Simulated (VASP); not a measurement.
Runs of VASP 6.6.1 on Ti. The structure is that of space group P6_3/mmc (No. 194), or close to it. The cells are those of the table. 

| task | cell | cutoff (eV) | gap on the mesh (eV) | pressure (GPa) |
| --- | --- | --- | --- | --- |
| relaxation of shape and atoms at fixed volume | relaxed from a = 2.909, b = 2.909, c = 4.603 Å, angles 90.0, 90.0, 120.0°, 2 atoms | 600 | none | 3.3 |
| single point | a = 2.877, b = 2.877, c = 4.560 Å, angles 90.0, 90.0, 120.0°, 2 atoms | 520 | none | (a) |
| single point | a = 2.968, b = 2.968, c = 4.696 Å, angles 90.0, 90.0, 120.0°, 2 atoms | 520 | none | -3.7 |
| single point | a = 2.939, b = 2.939, c = 4.650 Å, angles 90.0, 90.0, 120.0°, 2 atoms | 520 | none | -0.6 |
| single point | a = 2.909, b = 2.909, c = 4.603 Å, angles 90.0, 90.0, 120.0°, 2 atoms | 520 | none | (b) |
| relaxation of shape and atoms at fixed volume | relaxed from a = 2.879, b = 2.879, c = 4.555 Å, angles 90.0, 90.0, 120.0°, 2 atoms | 600 | none | 7.4 |
| single point | a = 2.998, b = 2.998, c = 4.736 Å, angles 90.0, 90.0, 120.0°, 2 atoms | 520 | none | -6.2 |

Alike in all rows: level PBE; potentials or basis VASP PAW PBE potentials, release 64 (Ti_sv); no spin polarisation; k mesh 18 × 18 × 10; smearing gaussian 0.1 eV.

Problem. Estimate the missing entries.

Solution. (a) 7.3; (b) 3.1.

Caveats: the cell stands under pressure (at least some runs); the cell stands under tension (at least some runs).

A gap of «none» marks levels without a gap at the run's occupations.
